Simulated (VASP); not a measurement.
# TiB2 (P6/mmm) in VASP: notebook

Runs on TiB2. Level: PBE. Tasks: single point, relaxation of cell and atoms.

All numbers are computed with VASP 6.6.1; they aren't measurements. Logs are shortened: lines on timing, memory, paths and dates and some standing lists are left out, and cuts for length are marked.

## Step 1: The cell of the first run

It takes space group P6/mmm (No. 191, hexagonal). Conventional cell: a = 3.033 Å, b = 3.033 Å, c = 3.224 Å, α = 90.00°, β = 90.00°, γ = 120.00°. Within 3.3 Å of Ti (site symmetry 6/mmm) lie 12 B at 2.38 Å and 8 Ti at 3.03 to 3.22 Å. B (site symmetry -6m2) has 3 B at 1.75 Å and 6 Ti at 2.38 Å within 2.4 Å.

## Step 2: Single point, PBE

The input, INCAR:

```
SYSTEM = TiB2
PREC = Accurate
ENCUT = 520
EDIFF = 1E-7
ISMEAR = -1
SIGMA = 0.15
LREAL = .FALSE.
LASPH = .TRUE.
NELM = 60
ALGO = Normal
ISIF = 2
LWAVE = .FALSE.
LCHARG = .FALSE.
GGA = PE
NBANDS = 16
```

The input, KPOINTS:

```
regular mesh
0
G
  15 15 14
  0 0 0
```

The input, POSCAR:

```
TiB2
1.0
    3.0326759461      0.0000000029      0.0000000000
   -1.5163379756      2.6263744093      0.0000000000
    0.0000000000      0.0000000000      3.2238478811
Ti B
1 2
Direct
    0.0000000000      0.0000000000      0.0000000000
    0.3333333333      0.6666666667      0.5000000000
    0.6666666667      0.3333333333      0.5000000000
```

Potentials or basis: VASP PAW PBE potentials, release 64 (Ti_sv, B).

Run with:

```
cat potpaw_PBE.64/Ti_sv/POTCAR potpaw_PBE.64/B/POTCAR > POTCAR
mpirun -np 1 vasp_std > vasp.out
```

OUTCAR:

```text
SYSTEM = TiB2
   PREC = Accurate
   ENCUT = 520
   EDIFF = 1E-7
   ISMEAR = -1
   LREAL = .FALSE.
   LASPH = .TRUE.
   NELM = 60
   ISIF = 2
   GGA = PE

 ion  position               nearest neighbor table
   1  0.000  0.000  0.000-   2 2.38   3 2.38   2 2.38   3 2.38   3 2.38   3 2.38   2 2.38   2 2.38
                             3 2.38   3 2.38   2 2.38   2 2.38
   2  0.333  0.667  0.500-   3 1.75   3 1.75   3 1.75   1 2.38   1 2.38   1 2.38   1 2.38   1 2.38
                             1 2.38
   3  0.667  0.333  0.500-   2 1.75   2 1.75   2 1.75   1 2.38   1 2.38   1 2.38   1 2.38   1 2.38
                             1 2.38

  LATTYP: Found a hexagonal cell.
 ALAT       =     3.0326759461
 C/A-ratio  =     1.0630373764

  Lattice vectors:

 A1 = (   3.0326759461,   0.0000000029,   0.0000000000)
 A2 = (  -1.5163379756,   2.6263744093,   0.0000000000)
 A3 = (   0.0000000000,   0.0000000000,   3.2238478811)

Analysis of symmetry for initial positions (statically):
=====================================================================
 Subroutine PRICEL returns:
 Original cell was already a primitive cell.

 Routine SETGRP: Setting up the symmetry group for a
 hexagonal supercell.

 Subroutine GETGRP returns: Found 24 space group operations
 (whereof 24 operations were pure point group operations)
 out of a pool of 24 trial point group operations.

The static configuration has the point symmetry D_6h.

Analysis of symmetry for dynamics (positions and initial velocities):
=====================================================================
 Subroutine PRICEL returns:
 Original cell was already a primitive cell.

 Routine SETGRP: Setting up the symmetry group for a
 hexagonal supercell.

 Subroutine GETGRP returns: Found 24 space group operations
 (whereof 24 operations were pure point group operations)
 out of a pool of 24 trial point group operations.

The dynamic configuration has the point symmetry D_6h.

 Subroutine INISYM returns: Found 24 space group operations
 (whereof 24 operations are pure point group operations),
 and found     1 'primitive' translations

----------------------------------------------------------------------------------------

                                     Primitive cell

  volume of cell :      25.6778

  direct lattice vectors                    reciprocal lattice vectors
     3.032675946  0.000000003  0.000000000     0.329741791  0.190376513  0.000000000
    -1.516337976  2.626374409  0.000000000    -0.000000000  0.380753024  0.000000000
     0.000000000  0.000000000  3.223847881     0.000000000  0.000000000  0.310188333
[... 89 lines left out ...]
   NSW    =      0    number of steps for IOM
   IBRION =     -1    ionic relax: 0-MD 1-quasi-New 2-CG
   NFREE  =      0    steps in history (QN), initial steepest desc. (CG)
   ISIF   =      2    stress and relaxation
   ISYM   =      2    0-nonsym 1-usesym 2-fastsym
   POTIM  = 0.5000    time-step for ionic-motion
   TEBEG  =    0.0;   TEEND  =   0.0 temperature during run
   PSTRESS=    0.0 pullay stress
   NELECT =      18.0000    total number of electrons
   NUPDOWN=      -1.0000    fix difference up-down
   EMIN   =  10.00;   EMAX   =-10.00  energy-range for DOS
   EFERMI =   0.00;   METHOD = LEGACY
   ISMEAR =    -1;   SIGMA  =   0.15  broadening in eV -4-tet -1-fermi 0-gaus
   EFERMI_NEDOS =   21; number of points for ismear=-14 and -15
   IALGO  =     38    algorithm
   IMIX   =      4    mixing-type and parameters
     AMIX     =   0.40;   BMIX     =  1.00
     AMIX_MAG =   1.60;   BMIX_MAG =  1.00
  volume/ion in A,a.u.               =       8.56        57.76
  Fermi-wavevector in a.u.,A,eV,Ry     =   1.454275  2.748182 28.775185  2.114916
  Thomas-Fermi vector in A             =   2.571445
   LORBIT       =      0    0 simple, 1 ext, 2 COOP (PROOUT), +10 PAW based schemes
   GGA     = PE    functional components
   LHFCALC =     F    Hartree Fock is set to
   AEXX    =    0.0000 exact exchange contribution
   IVDW    =     0    specifies the selected vdW correction
   LEPSILON=     F    determine dielectric tensor
   LRPA    =     F    only Hartree local field effects (RPA)
 non-spin polarized calculation
  energy-cutoff  :      520.00
  volume of cell :       25.68
 maximum number of plane-waves:       719
 NGX is ok and might be reduce to    24
   NGX = 11   NGY = 11   NGZ = 11

 number of electron      18.0000001 magnetization

 Free energy of the ion-electron system (eV)
  ---------------------------------------------------
  ext. energy  EPLUGINS =         0.00000000
  ---------------------------------------------------
  free energy    TOTEN  =       -24.44376378 eV

  energy without entropy =      -24.41283113  energy(sigma->0) =      -24.42829746

 E-fermi :   9.9839     XC(G=0): -12.7647

 val. band max:        9.9763295556   @ k =   0.2667   0.2000   0.0000
 cond. band min:      10.0198717245   @ k =   0.2000   0.2000   0.1429
 fundamental gap:      0.0435421689
 Fermi energy:         9.9838884982

 k-point     1 :       0.0000    0.0000    0.0000
  band No.  band energies     occupation
      1     -46.9624      2.00000
      2     -23.3124      2.00000
      3     -23.0021      2.00000
      4     -23.0021      2.00000
      5      -3.5095      2.00000
      6       7.3747      2.00000
[... 433 lines left out ...]
      3     -23.2388      2.00000
      4     -23.1825      2.00000
      5       1.0756      2.00000
      6       1.1948      2.00000
[... 8 lines left out ...]
     15      18.7750      0.00000
     16      19.8891      0.00000

 [... further k-points ...]

------------------------ aborting loop because EDIFF is reached ----------------------------------------

  FORCE on cell =-STRESS in cart. coord.  units (eV):
  Direction    XX          YY          ZZ          XY          YZ          ZX
  --------------------------------------------------------------------------------------
  -------------------------------------------------------------------------------------
  Total        0.0333094      0.0333094      0.0342988     -0.0000000      0.0000000     -0.0000000
  in kB        2.0783556      2.0783556      2.1400892     -0.0000000      0.0000000     -0.0000000
  external PRESSURE =       2.0989335 kB  Pullay stress =       0.0000000 kB

 VOLUME and BASIS-vectors are now :
 -----------------------------------------------------------------------------
  energy-cutoff  :      520.00
  volume of cell :       25.68
      direct lattice vectors                 reciprocal lattice vectors
     3.032675946  0.000000003  0.000000000     0.329741791  0.190376513  0.000000000
    -1.516337976  2.626374409  0.000000000    -0.000000000  0.380753024  0.000000000
     0.000000000  0.000000000  3.223847881     0.000000000  0.000000000  0.310188333

 POSITION                                       TOTAL-FORCE (eV/Angst)
 -----------------------------------------------------------------------------------
      0.00000      0.00000      0.00000         0.000000     -0.000000      0.000000
     -0.00000      1.75092      1.61192        -0.000000      0.000000      0.000000
      1.51634      0.87546      1.61192         0.000000     -0.000000      0.000000
 -----------------------------------------------------------------------------------
    total drift:                               -0.000000      0.000000      0.000000

  FREE ENERGIE OF THE ION-ELECTRON SYSTEM (eV)
  ---------------------------------------------------
  free  energy   TOTEN  =       -24.4437637828 eV

  energy  without entropy=      -24.4128311304  energy(sigma->0) =      -24.42829746
```

OSZICAR:

```text
N       E                     dE             d eps       ncg     rms          rms(c)
DAV:   1     0.120815683840E+03    0.12082E+03   -0.90792E+03  6920   0.129E+03
DAV:   2    -0.224874211665E+02   -0.14330E+03   -0.13819E+03  7608   0.340E+02
DAV:   3    -0.294315051942E+02   -0.69441E+01   -0.68782E+01  9976   0.729E+01
DAV:   4    -0.295901544017E+02   -0.15865E+00   -0.15858E+00  8432   0.987E+00
DAV:   5    -0.295946818340E+02   -0.45274E-02   -0.45273E-02  9936   0.139E+00    0.166E+01
DAV:   6    -0.244595159563E+02    0.51352E+01   -0.20789E+01  9968   0.484E+01    0.381E+00
DAV:   7    -0.244432963028E+02    0.16220E-01   -0.10627E+00  7424   0.118E+01    0.334E+00
DAV:   8    -0.244458849113E+02   -0.25886E-02   -0.84107E-02 11400   0.244E+00    0.789E-01
DAV:   9    -0.244443084397E+02    0.15765E-02   -0.36760E-02  8584   0.242E+00    0.271E-01
DAV:  10    -0.244437490699E+02    0.55937E-03   -0.27551E-03  9032   0.632E-01    0.621E-02
DAV:  11    -0.244437811130E+02   -0.32043E-04   -0.52651E-04  9568   0.258E-01    0.574E-02
DAV:  12    -0.244437643407E+02    0.16772E-04   -0.10299E-04  7992   0.130E-01    0.988E-03
DAV:  13    -0.244437637645E+02    0.57629E-06   -0.43325E-06  8248   0.192E-02    0.385E-03
DAV:  14    -0.244437637828E+02   -0.18301E-07   -0.53046E-07  8416   0.651E-03
   1 F= -.24443764E+02 E0= -.24428297E+02  d E =-.309327E-01
```

Wall time 1.7 min (1 thread of Intel Xeon 8259CL, shared host); peak memory 0.21 GiB.

Results:

```
Free energy            : -24.4438 eV
Pressure               : 0.2 GPa
Band gap on the k mesh : zero (bands 9 and 10 overlap by 0.60 eV)
```

## Step 3: Relaxation of cell and atoms, PBE

This run uses another cell than the first one, of 8.53 Å³/atom.

The input, INCAR:

```
ALGO = Normal
EDIFF = 1E-7
EDIFFG = -0.002
ENCUT = 600
GGA = PE
IBRION = 2
ISIF = 3
ISMEAR = 0
LASPH = T
LCHARG = F
LREAL = F
LWAVE = F
NELM = 60
NSW = 100
PREC = Accurate
SIGMA = 0.1
```

The input, KPOINTS:

```
k-points
0
Gamma
  15 15 14
```

The input, POSCAR:

```
TiB2
1.0
    3.0259273100      0.0000000000      0.0000000000
   -1.5129636600      2.6205299200      0.0000000000
    0.0000000000      0.0000000000      3.2287677100
Ti B
1 2
Direct
    0.0000000000      0.0000000000      0.0000000000
    0.3333333300      0.6666666700      0.5000000000
    0.6666666700      0.3333333300      0.5000000000
```

Potentials or basis: VASP PAW PBE potentials, release 64 (Ti_sv, B).

Run with:

```
cat potpaw_PBE.64/Ti_sv/POTCAR potpaw_PBE.64/B/POTCAR > POTCAR
mpirun -np 1 vasp_std > vasp.out
```

Run time: 5.8 min. Hardware: 1 thread of Intel Xeon 8259CL, shared host; peak memory 0.23 GiB.

It converged, with:

* Free energy: -24.4321 eV
* Relaxed volume: 8.56 Å³/atom
* Relaxed cell: a = 3.033 Å, b = 3.033 Å, c = 3.224 Å, α = 90.00°, β = 90.00°, γ = 120.00°
* Space group after relaxing (to 0.1 Å): P6/mmm (No. 191)
* Energy gained by relaxing: 0.2 meV/atom
* Ionic steps: 8
* Pressure after relaxing: 0.0 GPa
* Band gap on the k mesh: zero (bands 9 and 10 overlap by 0.60 eV)

The path:
```csv
step,energy change (eV),largest force (eV/Å),pressure (GPa),volume (Å³)
1,0.0000,0.0000,0.95,25.60
2,-0.0002,0.0000,-1.09,25.79
3,-0.0005,0.0000,-0.25,25.70
4,-0.0005,0.0000,-0.13,25.70
5,-0.0005,0.0000,-0.14,25.70
6,-0.0005,0.0000,0.03,25.68
7,-0.0005,0.0000,0.02,25.68
8,-0.0005,0.0000,0.00,25.68
```

Final structure:
```xyz
3
Lattice="3.0328 0.0000 0.0000 -1.5164 2.6264 0.0000 0.0000 0.0000 3.2245" Properties=species:S:1:pos:R:3 pbc="T T T"
Ti    3.0328    0.0000    0.0000
B     0.0000    1.7510    1.6122
B     1.5164    0.8755    1.6122
```

Levels at points of the mesh, in eV from the Fermi level:
```tsv
k point	band 5	band 6	band 7	band 8	band 9	band 10	band 11	band 12	band 13
(0.00, 0.00, 0.00)	-13.53	-2.64	-2.64	-2.33	-2.13	1.86	1.86	3.63	3.63
(0.00, 0.00, 0.50)	-11.60	-7.63	-0.59	-0.59	-0.22	-0.22	0.41	0.41	1.63
```

The gap in the log of VASP goes by the Fermi energy; the results here count the filled bands.